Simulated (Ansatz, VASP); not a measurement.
# SiC in VASP and in Ansatz

```xyz
8
Lattice="3.0941 0.0000 0.0000 -1.5471 2.6796 0.0000 0.0000 0.0000 10.1293" Properties=species:S:1:pos:R:3 pbc="T T T"
Si    1.5471    0.8932    9.4997
Si    0.0000    1.7864    4.4351
Si    0.0000    0.0000    6.9680
Si    0.0000    0.0000    1.9033
C     1.5471    0.8932    7.5951
C     0.0000    1.7864    2.5304
C     0.0000    0.0000    5.0692
C     0.0000    0.0000    0.0045
```

Alike in both runs: functional PBE; k mesh 12 × 12 × 4; occupations gaussian, width 0.02 eV; no spin polarisation.

Ansatz relaxed the structure, and its values are those at the end. VASP's run is a single point on that final structure, the one shown.

```csv
,VASP,Ansatz
version,VASP 6.6.1,Ansatz 0.2.0
potentials or method,"VASP PAW PBE potentials, release 64 (Si, C), cutoff 520 eV","scalar-relativistic, plane waves, PAW"
valence electrons in the cell,32,32
```

```csv
,VASP,Ansatz,Ansatz less VASP
gap on the k mesh at the Fermi level (eV),2.22,2.22,+0.001
least direct gap on the mesh (eV),3.34,3.34,+0.002
pressure (GPa),0.0,0.0,+0.05
```

With one functional, cell and mesh, what is left measures potentials, basis and numerics.
